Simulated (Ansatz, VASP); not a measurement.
# Sc in VASP and in Ansatz

The input INCAR:

```
PREC = Accurate
ENCUT = 520
EDIFF = 1E-7
ISMEAR = 0
SIGMA = 0.15
LREAL = False
LASPH = True
NELM = 60
ALGO = Fast
ISIF = 2
LWAVE = False
LCHARG = False
NBANDS = 18
```

File KPOINTS:

```
regular mesh
0
Gamma
  18 18 10
```

Contents of POSCAR:

```
Sc
1.0
    3.3087978973      0.0000000000      0.0000000000
   -1.6543989486      2.8655030350      0.0000000000
    0.0000000000      0.0000000000      5.4260400000
Sc
2
Direct
    0.3333333333      0.6666666667      0.2500000000
    0.6666666667      0.3333333333      0.7500000000
```

Input for Ansatz:

```yaml
crystal:
  lattice:
    - [3.3087978973, 0.0, 0.0]
    - [-1.6543989486, 2.865503035, 0.0]
    - [0.0, 0.0, 5.42604]
  atoms:
    - { symbol: Sc, position: [0.3333333333, 0.6666666667, 0.25] }
    - { symbol: Sc, position: [0.6666666667, 0.3333333333, 0.75] }
basis:
  ecutwfc: 420
kpoints:
  mp_grid: { grid: [18, 18, 10] }
hamiltonian:
  xc: lda
scf:
  occupations: { method: gaussian, width: 0.15 }
output:
  forces: true
  stress: true
  eigenvalues: true
```

Change from the starting cell: strain +0.000 along x and y, +0.030 along z, atoms carried along.

Alike in both runs: task single point; functional LDA; k mesh 18 × 18 × 10; occupations gaussian, width 0.15 eV; no spin polarisation.

```csv
,VASP,Ansatz
version,VASP 6.6.1,Ansatz 0.2.0
potentials or method,"VASP PAW LDA potentials, release 64 (Sc_sv), cutoff 520 eV","scalar-relativistic, plane waves, PAW"
valence electrons in the cell,22,22
```

```csv
,VASP,Ansatz,Ansatz less VASP
gap on the k mesh at the Fermi level (eV),none,none,-
pressure (GPa),-6.3,-6.4,-0.05
"traceless stress, the component that is largest in VASP (GPa)",-2.20,-2.20,+0.006
```

LDA's correlation is that of Perdew and Zunger in VASP and of Perdew and Wang (1992) in Ansatz. A gap of «none» marks a metal or a gap that the smearing closes.
